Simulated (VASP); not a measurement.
CoO, 4 atoms in the cell. The typed cell holds 4 atoms: a = 3.198 Å, b = 3.198 Å, c = 5.229 Å, α = 90.00°, β = 90.00°, γ = 120.00°. 

```yaml
Program: VASP 6.6.1
Task: single point
Functional: PBE
Potentials_or_basis: VASP PAW PBE potentials, release 64 (Co, O)
Cutoff: 520 eV
k_mesh: 18 × 18 × 8
Occupations: gaussian, width 0.05 eV
Spin: collinear spin, antiferromagnetic start
Starting_moments: "[-3.0, 3.0, 0.0, 0.0] μB"
Dipole_correction: no
Further_INCAR_settings: ALGO = Normal; EDIFF = 1e-06; NBANDS = 27
```

Potentials or basis: VASP PAW PBE potentials, release 64 (Co, O).

Launch:

```sh
$ cat potpaw_PBE.64/Co/POTCAR potpaw_PBE.64/O/POTCAR > POTCAR
$ mpirun -np 1 vasp_std > vasp.out
```

Hardware: 1 thread of Oxide Virtual Turin-like Processor (shared host).

Q: How long does it take, and how much memory?

A: It took 18 min on 1 thread of Oxide Virtual Turin-like Processor, with other jobs on the host, peak memory 0.5 GiB. Counts: scf iterations 18, k points 266.
